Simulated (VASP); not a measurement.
Runs of VASP 6.6.1 on BeTe. The structure is that of space group I4_1/amd (No. 141), or close to it. The cells are those of the table. The cell was generated, and may not be a known phase.

| task | cell | k mesh | cutoff (eV) | gap on the mesh (eV) | pressure (GPa) |
| --- | --- | --- | --- | --- | --- |
| single point | a = 6.431 Å, angles 148.7, 148.7, 44.9°, 4 atoms | 8 × 8 × 8 | 520 | none | 12.7 |
| single point | a = 9.012 Å, angles 157.1, 157.1, 32.5°, 4 atoms | 8 × 8 × 8 | 520 | none | (a) |
| relaxation of cell and atoms | relaxed from a = 6.431 Å, angles 148.7, 148.7, 44.9°, 4 atoms | 8 × 8 × 8 | 600 | none | 0.0 |
| single point | a = 9.759 Å, angles 158.9, 158.9, 30.0°, 4 atoms | 18 × 18 × 18 | 520 | none | 0.1 |

Alike in all rows: level PBE; potentials or basis VASP PAW PBE potentials, release 64 (Be, Te); no spin polarisation; smearing gaussian 0.1 eV.

Fill in the values left out.

(a) 0.2.

Caveats: spin-orbit coupling is left out, which moves the levels of the heavy elements; the stress differs along the axes, from 8 to 15 GPa (at least some runs).

A k mesh can miss the band edges, and the runs leave out spin-orbit coupling on Te.

A gap of «none» marks levels without a gap at the run's occupations.
